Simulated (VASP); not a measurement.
# Sr (P2_1/m) in VASP: notebook, part 2 of 2

VASP 6.6.1. The steps go on from the part before.

## (3) Single point, PBEsol (atoms displaced along a vibrational mode, the cell strained)

Contents of INCAR:

```
SYSTEM = Sr
PREC     = Accurate       ! precision mode
ENCUT    = 520            ! plane-wave cutoff, eV
EDIFF    = 1E-6           ! SCF threshold, eV
ISMEAR   = 0              ! smearing method
SIGMA    = 0.15           ! smearing width, eV
LREAL    = .False.        ! projectors in reciprocal space
LASPH    = .True.         ! aspherical terms in the spheres
NELM     = 100            ! most SCF steps
ALGO     = Fast           ! electronic algorithm
ISIF     = 2              ! what is computed and relaxed
LWAVE    = .False.        ! write WAVECAR
LCHARG   = .True.         ! write CHGCAR
GGA      = PS             ! functional
LELF     = .True.         ! ELF
LVHAR    = .True.       
NBANDS   = 17             ! bands
```

Contents of KPOINTS:

```
regular mesh
0
Gamma
  12 12 8
  0 0 0
```

Contents of POSCAR:

```
Sr
1.0
    4.4881542570      0.0000000000      0.0000000000
   -2.2440771285      3.6325753296      0.0000000000
    0.0000000000      0.0000000000      6.8785266073
Sr
2
Direct
    0.2498914598      0.6666666667      0.2500000000
    0.7501085402      0.3333333333      0.7500000000
```

Potentials or basis: VASP PAW PBE potentials, release 64 (Sr_sv).

Command:

```sh
cat potpaw_PBE.64/Sr_sv/POTCAR > POTCAR
mpirun -np 1 vasp_std > vasp.out
```

OUTCAR:

```text
SYSTEM = Sr
   PREC = Accurate
   ENCUT = 520
   EDIFF = 1E-6
   ISMEAR = 0
   LREAL = .False.
   LASPH = .True.
   NELM = 100
   ISIF = 2
   GGA = PS

 ion  position               nearest neighbor table
   1  0.250  0.667  0.250-   2 3.94   2 3.94   2 4.27   2 4.27   2 4.72   2 4.72
   2  0.750  0.333  0.750-   1 3.94   1 3.94   1 4.27   1 4.27   1 4.72   1 4.72

  Warning from LATTYP: Monoclinic adjustment (A1->A3, A2->A1, A3->A2)!
  LATTYP: Found a base centered orthorhombic cell.
 ALAT       =     4.4881542570
 B/A-ratio  =     1.6187390725
 C/A-ratio  =     1.5325958542

  Lattice vectors:

 A1 = (   2.2440771285,  -3.6325753296,   0.0000000000)
 A2 = (   2.2440771285,   3.6325753296,   0.0000000000)
 A3 = (   0.0000000000,   0.0000000000,   6.8785266073)

Analysis of symmetry for initial positions (statically):
=====================================================================
 Subroutine PRICEL returns:
 Original cell was already a primitive cell.

 Routine SETGRP: Setting up the symmetry group for a
 base centered orthorhombic supercell.

 Subroutine GETGRP returns: Found  4 space group operations
 (whereof  2 operations were pure point group operations)
 out of a pool of  8 trial point group operations.

The static configuration has the point symmetry S_2 .
 The point group associated with its full space group is C_2h.

Analysis of symmetry for dynamics (positions and initial velocities):
=====================================================================
 Subroutine PRICEL returns:
 Original cell was already a primitive cell.

 Routine SETGRP: Setting up the symmetry group for a
 base centered orthorhombic supercell.

 Subroutine GETGRP returns: Found  4 space group operations
 (whereof  2 operations were pure point group operations)
 out of a pool of  8 trial point group operations.

The dynamic configuration has the point symmetry S_2 .
 The point group associated with its full space group is C_2h.

 Subroutine INISYM returns: Found  4 space group operations
 (whereof  2 operations are pure point group operations),
 and found     1 'primitive' translations

[... 111 lines left out ...]
   IALGO  =     68    algorithm
   IMIX   =      4    mixing-type and parameters
     AMIX     =   0.40;   BMIX     =  1.00
     AMIX_MAG =   1.60;   BMIX_MAG =  1.00
  volume/ion in A,a.u.               =      56.07       378.39
  Fermi-wavevector in a.u.,A,eV,Ry     =   0.921493  1.741370 11.553388  0.849150
  Thomas-Fermi vector in A             =   2.046916
   LORBIT       =      0    0 simple, 1 ext, 2 COOP (PROOUT), +10 PAW based schemes
   GGA     = PS    functional components
   LHFCALC =     F    Hartree Fock is set to
   AEXX    =    0.0000 exact exchange contribution
   IVDW    =     0    specifies the selected vdW correction
   LEPSILON=     F    determine dielectric tensor
   LRPA    =     F    only Hartree local field effects (RPA)
 non-spin polarized calculation
 RMM-DIIS sequential band-by-band and
 Gauss-broadening in eV      SIGMA  =   0.15
  energy-cutoff  :      520.00
  volume of cell :      112.14
 maximum number of plane-waves:      3056
 NGX is ok and might be reduce to    36
   NGX = 17   NGY = 15   NGZ = 25

 number of electron      20.0000000 magnetization

 Free energy of the ion-electron system (eV)
  ---------------------------------------------------
  ext. energy  EPLUGINS =         0.00000000
  ---------------------------------------------------
  free energy    TOTEN  =        -3.56342533 eV

  energy without entropy =       -3.53613549  energy(sigma->0) =       -3.54978041

 E-fermi :   1.4154     XC(G=0):  -7.3689

 val. band max:        1.4142275742   @ k =   0.1667   0.5000  -0.1250
 cond. band min:       1.4167286352   @ k =   0.3333   0.5000  -0.1250
 fundamental gap:      0.0025010610
 Fermi energy:         1.4153710051

 k-point     1 :       0.0000    0.0000    0.0000
  band No.  band energies     occupation
      1     -35.1761      2.00000
      2     -35.1568      2.00000
      3     -17.3072      2.00000
      4     -17.1306      2.00000
      5     -17.0858      2.00000
      6     -17.0755      2.00000
[... 457 lines left out ...]
      4     -17.2226      2.00000
      5     -17.1820      2.00000
      6     -17.1574      2.00000
[... 9 lines left out ...]
     16       4.6982      0.00000
     17       5.8761      0.00000

 [... further k-points ...]
[... 5 lines left out ...]
  --------------------------------------------------------------------------------------
  -------------------------------------------------------------------------------------
  Total       -1.2239744     -0.3699022      0.2073215      0.5384649      0.0000000      0.0000000
  in kB      -17.4865880     -5.2846917      2.9619453      7.6929007      0.0000000      0.0000000
  external PRESSURE =      -6.6031115 kB  Pullay stress =       0.0000000 kB

 VOLUME and BASIS-vectors are now :
 -----------------------------------------------------------------------------
  energy-cutoff  :      520.00
  volume of cell :      112.14
      direct lattice vectors                 reciprocal lattice vectors
     4.488154257  0.000000000  0.000000000     0.222808741  0.137643395  0.000000000
    -2.244077128  3.632575330  0.000000000     0.000000000  0.275286789  0.000000000
     0.000000000  0.000000000  6.878526607     0.000000000  0.000000000  0.145379971

 POSITION                                       TOTAL-FORCE (eV/Angst)
 -----------------------------------------------------------------------------------
     -0.37450      2.42172      1.71963         0.215152      0.101867     -0.000000
      2.61858      1.21086      5.15889        -0.215152     -0.101867      0.000000
 -----------------------------------------------------------------------------------
    total drift:                                0.000000     -0.000000      0.000000

  FREE ENERGIE OF THE ION-ELECTRON SYSTEM (eV)
  ---------------------------------------------------
  free  energy   TOTEN  =        -3.5634253339 eV

  energy  without entropy=       -3.5361354881  energy(sigma->0) =       -3.54978041
```

stdout:

```text
POSCAR found type information on POSCAR Sr
 POSCAR found :  1 types and       2 ions
 scaLAPACK will be used
 -----------------------------------------------------------------------------
|                                                                             |
|                                                                             |
|     You enforced a specific xc type in the INCAR file but a different       |
|     I HOPE YOU KNOW WHAT YOU ARE DOING!                                     |
|                                                                             |
 -----------------------------------------------------------------------------

 LDA part: xc-table for (Slater+PW92), standard interpolation
 POSCAR, INCAR and KPOINTS ok, starting setup
 FFT: planning ... GRIDC
 FFT: planning ... GRID_SOFT
 FFT: planning ... GRID
 WAVECAR not read
 entering main loop
WARNING in EDDRMM: call to ZHEGV failed, returncode =   8  4     11
WARNING in EDDRMM: call to ZHEGV failed, returncode =   8  4     12
WARNING in EDDRMM: call to ZHEGV failed, returncode =   8  4     11
WARNING in EDDRMM: call to ZHEGV failed, returncode =   8  4     12
```

Run time: 6 min. Hardware: 1 thread of Intel Xeon 6975P-C (Granite Rapids), shared host; peak memory 0.69 GiB.

Results:

```
Free energy            : -3.5634 eV
Pressure               : -0.7 GPa
Largest force          : 0.238 eV/Å
Band gap on the k mesh : zero (bands 10 and 11 overlap by 0.38 eV)
```

Forces on the atoms (eV/Å):
```
Sr   0.215  0.102  0.000
Sr  -0.215 -0.102  0.000
```

Stress tensor (GPa, compression positive):
```
-1.75  0.77  0.00
 0.77 -0.53  0.00
 0.00  0.00  0.30
```

Caveat: the cell differs from its parent crystal (atoms displaced along a vibrational mode, the cell strained); the PAW data sets were made with another functional, which shifts forces and pressure a little.
